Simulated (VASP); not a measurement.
A run of VASP 6.6.1:

The input INCAR:

```
ALGO = Normal ; EDIFF = 1E-7
ENCUT = 520 ; GGA = PS
ISIF = 2 ; ISMEAR = 0
ISPIN = 2 ; LASPH = True
LCHARG = True ; LELF = True
LMAXMIX = 4 ; LORBIT = 11
LREAL = False ; LVHAR = True
LWAVE = False ; MAGMOM = 2.64
NBANDS = 14 ; NELM = 150
PREC = Accurate ; SIGMA = 0.15
```

File KPOINTS:

```
k-points
0
Gamma
  24 24 24
```

POSCAR

```
Fe
1.0
   -1.4390000000      1.4390000000      1.4390000000
    1.4390000000     -1.4390000000      1.4390000000
    1.4390000000      1.4390000000     -1.4390000000
Fe
1
Direct
    0.0000000000      0.0000000000      0.0000000000
```

Potentials or basis: VASP PAW PBE potentials, release 64 (Fe).

Launch:

```bash
$ cat potpaw_PBE.64/Fe/POTCAR > POTCAR
$ mpirun -np 1 vasp_std > vasp.out
```

Hardware: 1 thread of Intel(R) Xeon(R) Platinum 8488C (Sapphire Rapids), on a shared host.

**Question.** Estimate the wall time of this run.

**Answer.** It took 80 s on 1 thread of Intel(R) Xeon(R) Platinum 8488C (Sapphire Rapids), on a shared host, peak memory 0.21 GiB. Counts: scf iterations 14, k points 413.
